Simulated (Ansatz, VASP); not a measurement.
## Al in VASP and in Ansatz

```
Al
1.0
     2.82194    0.00000    0.00000
    -1.41097    2.44387    0.00000
     0.00000    0.00000    4.58274
Al
2
Direct
  0.66667 0.33333 0.75000
  0.33333 0.66667 0.25000
```

Alike in both runs: functional PBEsol; dispersion D3(BJ); k mesh 7 × 7 × 4; occupations fermi-dirac, width 0.3 eV; no spin polarisation.

Ansatz relaxed the structure, and its values are those at the end. VASP's run is a single point on that final structure, the one shown.

```csv
,VASP,Ansatz
version,VASP 6.6.1,Ansatz 0.2.0
potentials or method,"VASP PAW PBE potentials, release 64 (Al), cutoff 520 eV","plane waves, PAW"
valence electrons in the cell,6,6
```

Ansatz gave:

```
pressure (GPa) : 0.0
```

Q: Estimate VASP's values.

A: Pressure (GPa): 0.1.

VASP's potentials were made for PBE, not for PBEsol.

The k mesh is coarse, so the values compare programs but aren't converged.
